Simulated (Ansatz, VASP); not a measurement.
SrVO3: VASP beside Ansatz

File INCAR:

```
  ALGO = Normal
  EDIFF = 1E-6
  EDIFFG = -0.01
  ENCUT = 600
  GGA = RP
  IBRION = 2
  ISIF = 3
  ISMEAR = -1
  ISPIN = 2
  LASPH = T
  LCHARG = F
  LMAXMIX = 4
  LORBIT = 11
  LREAL = F
  LWAVE = F
  MAGMOM = 0 2 0 0 0
  NELM = 150
  NSW = 60
  PREC = Accurate
  SIGMA = 0.05
```

Contents of KPOINTS:

```
k-points
0
Gamma
  7 7 7
```

POSCAR

```
SrVO3
1.0
    3.8409000000      0.0000000000      0.0000000000
    0.0000000000      3.8409000000      0.0000000000
    0.0000000000      0.0000000000      3.8409000000
Sr V O
1 1 3
Direct
    0.5000000000      0.5000000000      0.5000000000
    0.0000000000      0.0000000000      0.0000000000
    0.0000000000      0.0000000000      0.5000000000
    0.0000000000      0.5000000000      0.0000000000
    0.5000000000      0.0000000000      0.0000000000
```

File input.yaml:

```yaml
crystal:
  lattice:
    - [3.8409, 0.0, 0.0]
    - [0.0, 3.8409, 0.0]
    - [0.0, 0.0, 3.8409]
  atoms:
    - { symbol: Sr, position: [0.5, 0.5, 0.5] }
    - { symbol: V, position: [0.0, 0.0, 0.0], spin: 2.0 }
    - { symbol: O, position: [0.0, 0.0, 0.5] }
    - { symbol: O, position: [0.0, 0.5, 0.0] }
    - { symbol: O, position: [0.5, 0.0, 0.0] }
hamiltonian:
  xc: rpbe
  pseudopotentials: { kind: paw }
magnetization:
  spin_polarized: true
kpoints:
  mp_grid: { grid: [7, 7, 7] }
scf:
  occupations: { method: fermi_dirac, width: 0.05 }
output:
  forces: true
  stress: true
relax:
  f_tol: 0.01
  max_steps: 40
  cell: { stress_tol: 0.05 }
```

Alike in both runs: task relaxation of cell and atoms; functional RPBE; k mesh 7 × 7 × 7; occupations fermi-dirac, width 0.05 eV; collinear spin.

|  | VASP | Ansatz |
| --- | --- | --- |
| version | VASP 6.6.1 | Ansatz 0.2.0 |
| potentials or method | VASP PAW PBE potentials, release 64 (Sr_sv, V_sv, O) | Ansatz PAW |
| plane-wave cutoff (eV) | 600 | 420 |
| valence electrons in the cell | 41 | 41 |

```csv
,VASP,Ansatz,Ansatz less VASP
net moment per atom (μB),0.00,0.00,0.000
relaxed volume (Å³/atom),11.84,11.80,-0.047
relaxed length of the cell vector where the two differ most in proportion (Å),3.898,3.893,-0.0051
```

VASP's potentials were made for PBE, not for RPBE.

Noted on Ansatz's run: the plane-wave basis is chosen anew once the cell has moved, so the energies of steps on either side of that aren't comparable.
